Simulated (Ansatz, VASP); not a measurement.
**BeTe in VASP and in Ansatz**

```
Be Te
1.0
     0.00000    2.80101    2.80101
     2.80101    0.00000    2.80101
     2.80101    2.80101    0.00000
Be Te
1 1
Direct
  0.00000 0.00000 0.00000
  0.75000 0.75000 0.75000
```

Alike in both runs: task single point; functional PBE; k mesh 10 × 10 × 10; occupations gaussian, width 0.05 eV; no spin polarisation.

|  | VASP | Ansatz |
| --- | --- | --- |
| version | VASP 6.6.1 | Ansatz 0.2.0 |
| potentials or method | VASP PAW PBE potentials, release 64 (Be, Te), cutoff 600 eV | scalar-relativistic, plane waves, PAW |
| valence electrons in the cell | 8 | 18 |

Ansatz gave:

| Quantity | Value |
| --- | --- |
| gap on the k mesh at the Fermi level (eV) | 1.95 |
| least direct gap on the mesh (eV) | 3.62 |
| pressure (GPa) | 2.0 |

Which values does VASP return?

gap on the k mesh at the Fermi level (eV): 1.93; least direct gap on the mesh (eV): 3.60; pressure (GPa): 2.1.

The functional is the same, so the differences come from potentials, cutoffs and numerics. VASP's potentials hold 8 valence electrons a cell and Ansatz's 18, so a difference there can come from the potentials and not from the codes.

Spin-orbit coupling is off throughout.
